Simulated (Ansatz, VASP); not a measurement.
**Si in VASP and in Ansatz**

INCAR

```
SYSTEM = Si
ALGO     = Normal         ! electronic algorithm
EDIFF    = 1E-6           ! SCF threshold, eV
ENCUT    = 520            ! plane-wave cutoff, eV
GGA      = CA             ! functional
ISIF     = 2              ! what is computed and relaxed
ISMEAR   = -1             ! smearing method
LASPH    = .TRUE.         ! aspherical terms in the spheres
LCHARG   = .FALSE.        ! write CHGCAR
LREAL    = .FALSE.        ! projectors in reciprocal space
LWAVE    = .FALSE.        ! write WAVECAR
NBANDS   = 11             ! bands
NELM     = 60             ! most SCF steps
PREC     = Accurate       ! precision mode
SIGMA    = 0.08           ! smearing width, eV
```

KPOINTS

```
k-points
0
G
  11 11 11
  0 0 0
```

POSCAR

```
Si
1.0
    0.0000000000      2.7426247000      2.7154700000
    2.7426247000      0.0000000000      2.7154700000
    2.7426247000      2.7426247000      0.0000000000
Si
2
Direct
    0.5000000000      0.5000000000      0.5000000000
    0.7500000000      0.7500000000      0.7500000000
```

Input for Ansatz:

```yaml
crystal:
  lattice:
    - [0.0, 2.7426247, 2.71547]
    - [2.7426247, 0.0, 2.71547]
    - [2.7426247, 2.7426247, 0.0]
  atoms:
    - { symbol: Si, position: [0.5, 0.5, 0.5] }
    - { symbol: Si, position: [0.75, 0.75, 0.75] }
kpoints:
  mp_grid: { grid: [11, 11, 11] }
  band_path:
    path:
      - [0.0, 0.0, 0.0]
      - [0.0, 0.5, 0.5]
      - [0.25, 0.75, 0.5]
      - [0.0, 0.5, 0.0]
      - [0.0, 0.0, 0.0]
      - [0.5, 0.5, 0.0]
      - [0.3775125, 0.6224875, 0.0]
      - [-0.3775125, 0.3775125, 0.0]
      - [0.0, 0.0, 0.0]
    npoints: 5
scf:
  occupations: { method: fermi_dirac, width: 0.08 }
hamiltonian:
  xc: lda
  pseudopotentials: { kind: all_electron, lapw: { basis_error: 0.00025 } }
output:
  forces: true
  stress: true
  eigenvalues: true
```

Change from the starting cell: equal xx and yy strain of +1 %.

Alike in both runs: task single point; functional LDA; k mesh 11 × 11 × 11; occupations fermi-dirac, width 0.08 eV; no spin polarisation.

|  | VASP | Ansatz |
| --- | --- | --- |
| version | VASP 6.6.1 | Ansatz 0.2.0 |
| potentials or method | VASP PAW LDA potentials, release 64 (Si), cutoff 520 eV | all-electron LAPW, scalar-relativistic |

|  | VASP | Ansatz | Ansatz less VASP |
| --- | --- | --- | --- |
| pressure (GPa) | -3.2 | -3.3 | -0.08 |
| traceless stress, the component that is largest in VASP (GPa) | 0.62 | 0.62 | +0.001 |

LDA's correlation is that of Perdew and Zunger in VASP and of Perdew and Wang (1992) in Ansatz. Ansatz ran all-electron here, and VASP with PAW potentials.
